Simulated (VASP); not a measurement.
NbTe: single point with PBE

The system is NbTe.

```
Te Nb
1.0
     3.70297    0.00000    0.00000
    -1.85149    3.20687    0.00000
     0.00000    0.00000    3.69421
Te Nb
1 1
Direct
  0.66667 0.33333 0.00000
  0.00000 0.00000 0.50000
```

| Property | Result |
| --- | --- |
| Program | VASP 6.6.1 |
| Task | single point |
| Functional | PBE |
| Potentials or basis | VASP PAW PBE potentials, release 64 (Te, Nb_sv) |
| Cutoff | 500 eV |
| k mesh | 8 × 8 × 7 |
| Occupations | gaussian, width 0.024 eV |
| Spin | no spin polarisation |

The pressure is -0.9 GPa.

Stress tensor (GPa, compression positive):
```
-1.22  0.00  0.00
 0.00 -1.22  0.00
 0.00  0.00 -0.11
```

Levels at points of the mesh, in eV from the Fermi level:
```csv
k point,band 7,band 8,band 9,band 10,band 11,band 12,band 13,band 14
"(0.00, 0.00, 0.00)",-3.19,-3.02,-2.37,0.10,0.10,2.41,2.41,2.82
"(0.50, 0.00, 0.00)",-3.86,-2.67,-2.63,-0.23,1.19,1.46,2.99,3.78
```

Run time: 10 s on 1 thread of Intel(R) Xeon(R) 6975P-C (Granite Rapids), on a shared host, peak memory 0.16 GiB.

Caveat: spin-orbit coupling is left out, which moves the levels of the heavy elements.
